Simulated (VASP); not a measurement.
# EuO (u2k) (Fm-3m) in VASP: relaxation of cell and atoms with PBE+U

Aim: the relaxation of cell and atoms of EuO (u2k) with PBE+U.

Program: VASP 6.6.1. These are calculated values, not measurements. Logs are shortened: lines on timing, memory, paths and dates and some standing lists are left out, and cuts for length are marked.

## 1. The cell of the first run

Symmetry: Fm-3m, No. 225, cubic system. The conventional cell has a = 5.144 Å, b = 5.144 Å, c = 5.144 Å, α = 90.00°, β = 90.00°, γ = 90.00°. Eu (site symmetry m-3m) has 6 O at 2.57 Å within 3.4 Å. O (site symmetry m-3m) has 6 Eu at 2.57 Å within 3.4 Å.

## 2. Relaxation of cell and atoms, PBE+U, collinear spin, ferromagnetic start

File INCAR:

```
ALGO = Normal
EDIFF = 1E-7
EDIFFG = -0.002
ENCUT = 600
GGA = PE
GGA_COMPAT = False
IBRION = 2
ISIF = 3
ISMEAR = 0
ISPIN = 2
LASPH = True
LCHARG = False
LDAU = True
LDAUJ = 0 0
LDAUL = 3 -1
LDAUPRINT = 1
LDAUTYPE = 2
LDAUU = 6 0
LMAXMIX = 6
LORBIT = 11
LREAL = False
LWAVE = False
MAGMOM = 7.43 0
NELM = 200
NELMIN = 4
NSW = 100
PREC = Accurate
SIGMA = 0.01
```

File KPOINTS:

```
k-points
0
Gamma
  16 16 16
```

File POSCAR:

```
EuO
1.0
    0.0000000000      2.5719500000      2.5719500000
    2.5719500000      0.0000000000      2.5719500000
    2.5719500000      2.5719500000      0.0000000000
Eu O
1 1
Direct
    0.0000000000      0.0000000000      0.0000000000
    0.5000000000      0.5000000000      0.5000000000
```

Potentials or basis: VASP PAW PBE potentials, release 64 (Eu, O).

Run with:

```bash
$ cat potpaw_PBE.64/Eu/POTCAR potpaw_PBE.64/O/POTCAR > POTCAR
$ mpirun -np 1 vasp_std > vasp.out
```

OUTCAR:

```text
EDIFF = 1E-7
   EDIFFG = -0.002
   ENCUT = 600
   GGA = PE
   IBRION = 2
   ISIF = 3
   ISMEAR = 0
   ISPIN = 2
   LASPH = True
   LORBIT = 11
   LREAL = False
   NELM = 200
   NELMIN = 4
   NSW = 100
   PREC = Accurate

 ion  position               nearest neighbor table
   1  0.000  0.000  0.000-   2 2.57   2 2.57   2 2.57   2 2.57   2 2.57   2 2.57
   2  0.500  0.500  0.500-   1 2.57   1 2.57   1 2.57   1 2.57   1 2.57   1 2.57

  LATTYP: Found a face centered cubic cell.
 ALAT       =     5.1439000000

  Lattice vectors:

 A1 = (   0.0000000000,   2.5719500000,   2.5719500000)
 A2 = (   2.5719500000,   0.0000000000,   2.5719500000)
 A3 = (   2.5719500000,   2.5719500000,   0.0000000000)

Analysis of symmetry for initial positions (statically):
=====================================================================
 Subroutine PRICEL returns:
 Original cell was already a primitive cell.

 Routine SETGRP: Setting up the symmetry group for a
 face centered cubic supercell.

 Subroutine GETGRP returns: Found 48 space group operations
 (whereof 48 operations were pure point group operations)
 out of a pool of 48 trial point group operations.

The static configuration has the point symmetry O_h .

Analysis of symmetry for dynamics (positions and initial velocities):
=====================================================================
 Subroutine PRICEL returns:
 Original cell was already a primitive cell.

 Routine SETGRP: Setting up the symmetry group for a
 face centered cubic supercell.

 Subroutine GETGRP returns: Found 48 space group operations
 (whereof 48 operations were pure point group operations)
 out of a pool of 48 trial point group operations.

The dynamic configuration has the point symmetry O_h .

Analysis of structural, dynamic, and magnetic symmetry:
=====================================================================
 Subroutine PRICEL returns:
 Original cell was already a primitive cell.

 Routine SETGRP: Setting up the symmetry group for a
 face centered cubic supercell.

 Subroutine GETGRP returns: Found 48 space group operations
 (whereof 48 operations were pure point group operations)
 out of a pool of 48 trial point group operations.

The overall configuration has the point symmetry O_h .

 Subroutine INISYM returns: Found 48 space group operations
 (whereof 48 operations are pure point group operations),
 and found     1 'primitive' translations

----------------------------------------------------------------------------------------

                                     Primitive cell

  volume of cell :      34.0265

  direct lattice vectors                    reciprocal lattice vectors
     0.000000000  2.571950000  2.571950000    -0.194405023  0.194405023  0.194405023
     2.571950000  0.000000000  2.571950000     0.194405023 -0.194405023  0.194405023
     2.571950000  2.571950000  0.000000000     0.194405023  0.194405023 -0.194405023

  length of vectors
[... 114 lines left out ...]
   IVDW    =     0    specifies the selected vdW correction
   LEPSILON=     F    determine dielectric tensor
   LRPA    =     F    only Hartree local field effects (RPA)
 conjugate gradient relaxation of ions
 spin polarized calculation
 Gauss-broadening in eV      SIGMA  =   0.01
  energy-cutoff  :      600.00
  volume of cell :       34.03
 maximum number of plane-waves:      1158
 NGX is ok and might be reduce to    30
   NGX = 15   NGY = 15   NGZ = 15

--------------------------------------- Ionic step        1  -------------------------------------------

 number of electron      23.0000000 magnetization       6.9999987

 Free energy of the ion-electron system (eV)
  ---------------------------------------------------
  ext. energy  EPLUGINS =         0.00000000
  ---------------------------------------------------
  free energy    TOTEN  =       -21.13326003 eV

  energy without entropy =      -21.13325865  energy(sigma->0) =      -21.13325934

------------------------ aborting loop because EDIFF is reached ----------------------------------------

  FORCE on cell =-STRESS in cart. coord.  units (eV):
  Direction    XX          YY          ZZ          XY          YZ          ZX
  --------------------------------------------------------------------------------------
  -------------------------------------------------------------------------------------
  Total        0.2581525      0.2581525      0.2581525     -0.0000000     -0.0000000      0.0000000
  in kB       12.1554052     12.1554052     12.1554052     -0.0000000     -0.0000000      0.0000000
  external PRESSURE =      12.1554052 kB  Pullay stress =       0.0000000 kB
[... 233 lines left out ...]
  FREE ENERGIE OF THE ION-ELECTRON SYSTEM (eV)
  ---------------------------------------------------
  free  energy   TOTEN  =       -21.1350858273 eV

  energy  without entropy=      -21.1350857465  energy(sigma->0) =      -21.13508579

atom =   1  type =  1  l = 3

 onsite density matrix

spin component  1

  0.9744  0.0000 -0.0007 -0.0000  0.0000  0.0000 -0.0000
  0.0000  0.9639  0.0000 -0.0000  0.0000 -0.0000 -0.0000
 -0.0007  0.0000  0.9748 -0.0000  0.0000  0.0000 -0.0000
 -0.0000 -0.0000 -0.0000  0.9739 -0.0000 -0.0000  0.0000
  0.0000  0.0000  0.0000 -0.0000  0.9748 -0.0000  0.0007
  0.0000 -0.0000  0.0000 -0.0000 -0.0000  0.9754  0.0000
 -0.0000 -0.0000 -0.0000  0.0000  0.0007  0.0000  0.9744

spin component  2

  0.0032 -0.0000  0.0015 -0.0000  0.0000  0.0000  0.0000
 -0.0000  0.0000 -0.0000  0.0000 -0.0000  0.0000 -0.0000
  0.0015 -0.0000  0.0024 -0.0000 -0.0000 -0.0000  0.0000
 -0.0000  0.0000 -0.0000  0.0043 -0.0000  0.0000  0.0000
  0.0000 -0.0000 -0.0000 -0.0000  0.0024  0.0000 -0.0015
  0.0000  0.0000 -0.0000  0.0000  0.0000  0.0012  0.0000
  0.0000 -0.0000  0.0000  0.0000 -0.0015  0.0000  0.0032

 occupancies and eigenvectors

  o =  0.0000  v =  0.0000  0.0000  0.0000  0.0000  0.0000  0.0000  0.0000 -0.0000  1.0000  0.0000 -0.0000  0.0000 -0.0000  0.0000      0.0000  0.0000  0.0000  0.0000  0.0000  0.0000  0.0000  0.0000  0.0000  0.0000  0.0000  0.0000  0.0000  0.0000
  o =  0.0012  v =  0.0000  0.0000  0.0000  0.0000  0.0000  0.0000  0.0000  0.0043 -0.0000 -0.0056  0.0000  0.0035 -1.0000  0.0027      0.0000  0.0000  0.0000  0.0000  0.0000  0.0000  0.0000  0.0000  0.0000  0.0000  0.0000  0.0000  0.0000  0.0000
  o =  0.0012  v =  0.0000  0.0000  0.0000  0.0000  0.0000  0.0000  0.0000  0.6124  0.0000 -0.7905 -0.0000 -0.0014  0.0071 -0.0011      0.0000  0.0000  0.0000  0.0000  0.0000  0.0000  0.0000  0.0000  0.0000  0.0000  0.0000  0.0000  0.0000  0.0000
  o =  0.0012  v =  0.0000  0.0000  0.0000  0.0000  0.0000  0.0000  0.0000  0.0011 -0.0000 -0.0014  0.0000  0.7906  0.0045  0.6124      0.0000  0.0000  0.0000  0.0000  0.0000  0.0000  0.0000  0.0000  0.0000  0.0000  0.0000  0.0000  0.0000  0.0000
  o =  0.0043  v =  0.0000  0.0000  0.0000  0.0000  0.0000  0.0000  0.0000 -0.7905  0.0000 -0.6124 -0.0073 -0.0017  0.0000  0.0022      0.0000  0.0000  0.0000  0.0000  0.0000  0.0000  0.0000  0.0000  0.0000  0.0000  0.0000  0.0000  0.0000  0.0000
  o =  0.0043  v =  0.0000  0.0000  0.0000  0.0000  0.0000  0.0000  0.0000 -0.0058  0.0000 -0.0045  0.9999  0.0048  0.0000 -0.0062      0.0000  0.0000  0.0000  0.0000  0.0000  0.0000  0.0000  0.0000  0.0000  0.0000  0.0000  0.0000  0.0000  0.0000
  o =  0.0043  v =  0.0000  0.0000  0.0000  0.0000  0.0000  0.0000  0.0000 -0.0021 -0.0000 -0.0016 -0.0078  0.6124  0.0000 -0.7905      0.0000  0.0000  0.0000  0.0000  0.0000  0.0000  0.0000  0.0000  0.0000  0.0000  0.0000  0.0000  0.0000  0.0000
  o =  0.9639  v =  0.0000  1.0000  0.0000 -0.0000 -0.0000  0.0000  0.0000  0.0000  0.0000  0.0000  0.0000  0.0000  0.0000  0.0000      0.0000  0.0000  0.0000  0.0000  0.0000  0.0000  0.0000  0.0000  0.0000  0.0000  0.0000  0.0000  0.0000  0.0000
  o =  0.9739  v =  0.0026 -0.0000  0.0020 -0.1006 -0.6093 -0.0000  0.7866  0.0000  0.0000  0.0000  0.0000  0.0000  0.0000  0.0000      0.0000  0.0000  0.0000  0.0000  0.0000  0.0000  0.0000  0.0000  0.0000  0.0000  0.0000  0.0000  0.0000  0.0000
  o =  0.9739  v =  0.0765  0.0000  0.0593  0.9903 -0.0611  0.0000  0.0789  0.0000  0.0000  0.0000  0.0000  0.0000  0.0000  0.0000      0.0000  0.0000  0.0000  0.0000  0.0000  0.0000  0.0000  0.0000  0.0000  0.0000  0.0000  0.0000  0.0000  0.0000
  o =  0.9739  v =  0.7869 -0.0000  0.6095 -0.0960  0.0080 -0.0000 -0.0103  0.0000  0.0000  0.0000  0.0000  0.0000  0.0000  0.0000      0.0000  0.0000  0.0000  0.0000  0.0000  0.0000  0.0000  0.0000  0.0000  0.0000  0.0000  0.0000  0.0000  0.0000
  o =  0.9754  v =  0.0004  0.0000 -0.0005 -0.0000  0.7807  0.1579  0.6047  0.0000  0.0000  0.0000  0.0000  0.0000  0.0000  0.0000      0.0000  0.0000  0.0000  0.0000  0.0000  0.0000  0.0000  0.0000  0.0000  0.0000  0.0000  0.0000  0.0000  0.0000
  o =  0.9754  v = -0.6124 -0.0000  0.7906 -0.0000  0.0011 -0.0055  0.0009  0.0000  0.0000  0.0000  0.0000  0.0000  0.0000  0.0000      0.0000  0.0000  0.0000  0.0000  0.0000  0.0000  0.0000  0.0000  0.0000  0.0000  0.0000  0.0000  0.0000  0.0000
  o =  0.9754  v = -0.0034 -0.0000  0.0044 -0.0000 -0.1248  0.9874 -0.0967  0.0000  0.0000  0.0000  0.0000  0.0000  0.0000  0.0000      0.0000  0.0000  0.0000  0.0000  0.0000  0.0000  0.0000  0.0000  0.0000  0.0000  0.0000  0.0000  0.0000  0.0000

--------------------------------------- Ionic step        8  -------------------------------------------

 number of electron      22.9999998 magnetization       7.0000001

 Free energy of the ion-electron system (eV)
  ---------------------------------------------------
  ext. energy  EPLUGINS =         0.00000000
  ---------------------------------------------------
  free energy    TOTEN  =       -21.13508421 eV

  energy without entropy =      -21.13508412  energy(sigma->0) =      -21.13508416

 E-fermi :   3.5759     XC(G=0): -10.6826

 val. band max:        3.5562514777   @ k =   0.0000   0.0000   0.0000
 cond. band min:       3.5954983426   @ k =   0.5000   0.5000   0.0000
 fundamental gap:      0.0392468649
 Fermi energy:         3.5758749074

 spin component 1

 k-point     1 :       0.0000    0.0000    0.0000
  band No.  band energies     occupation
      1     -36.1079      1.00000
      2     -14.6954      1.00000
      3     -14.6954      1.00000
      4     -14.6954      1.00000
      5     -14.0063      1.00000
      6       0.6108      1.00000
[... 1080 lines left out ...]
  FREE ENERGIE OF THE ION-ELECTRON SYSTEM (eV)
  ---------------------------------------------------
  free  energy   TOTEN  =       -21.1350842077 eV

  energy  without entropy=      -21.1350841198  energy(sigma->0) =      -21.13508416

 reached required accuracy - stopping structural energy minimisation

 total charge

# of ion       s       p       d       f       tot
--------------------------------------------------
    1        2.032   5.801   0.295   6.820  14.947
    2        1.551   3.403   0.000   0.000   4.954
--------------------------------------------------
tot          3.583   9.204   0.295   6.820  19.901

 magnetization (x)

# of ion       s       p       d       f       tot
--------------------------------------------------
    1       -0.014  -0.113   0.068   6.788   6.728
    2       -0.005  -0.088   0.000   0.000  -0.092
--------------------------------------------------
tot         -0.019  -0.201   0.068   6.788   6.635
```

It took 14 min on 1 thread of Intel Xeon 6975P-C (Granite Rapids), shared host; peak memory 0.38 GiB.

What came out:

| Quantity | Value |
| --- | --- |
| Free energy | -21.1351 eV |
| Relaxed volume | 17.25 Å³/atom |
| Relaxed cell | a = 3.654 Å, b = 3.654 Å, c = 3.654 Å, α = 60.00°, β = 60.00°, γ = 60.00° |
| Space group after relaxing (to 0.05 Å) | Fm-3m (No. 225) |
| Energy gained by relaxing | 0.9 meV/atom |
| Ionic steps | 8 |
| Pressure after relaxing | 0.0 GPa |
| Band gap on the k mesh | 0.04 eV, indirect (least direct gap 0.20 eV) |
| Net moment | 7.00 μB per cell |
| Site moments | Eu +6.73; O -0.09 μB |
| Valence electrons inside the program's atomic spheres | Eu 14.95; O 4.95 |

The path:
```csv
step,energy change (eV),largest force (eV/Å),pressure (GPa),volume (Å³)
1,0.0000,0.0000,1.22,34.03
2,-0.0016,0.0000,-0.39,34.67
3,-0.0018,0.0000,-0.06,34.51
4,-0.0018,0.0000,0.08,34.49
5,-0.0018,0.0000,-0.04,34.50
6,-0.0018,0.0000,0.10,34.48
7,-0.0018,0.0000,-0.04,34.49
8,-0.0018,0.0000,0.02,34.49
```

Final structure:
```cif
data_structure
_symmetry_space_group_name_H-M 'P 1'
_symmetry_Int_Tables_number 1
_cell_length_a 3.6537
_cell_length_b 3.6537
_cell_length_c 3.6537
_cell_angle_alpha 60.000
_cell_angle_beta 60.000
_cell_angle_gamma 60.000
_cell_volume 34.49
loop_
_atom_site_label
_atom_site_type_symbol
_atom_site_fract_x
_atom_site_fract_y
_atom_site_fract_z
_atom_site_occupancy
Eu1 Eu 0.00000 0.00000 0.00000 1
O1 O 0.50000 0.50000 0.50000 1
```

Eigenvalues of the final occupation matrices:
```
    site  spin  trace                         eigenvalues
site 1 f     1   6.81  0.96 0.97 0.97 0.97 0.98 0.98 0.98
site 1 f     2   0.02  0.00 0.00 0.00 0.00 0.00 0.00 0.00
```

Caveat: spin-orbit coupling is left out, which moves the levels of the heavy elements; a cell with one magnetic atom can't hold antiferromagnetic order, which such compounds often take. The state reached can hang on the start; a lower one may exist.
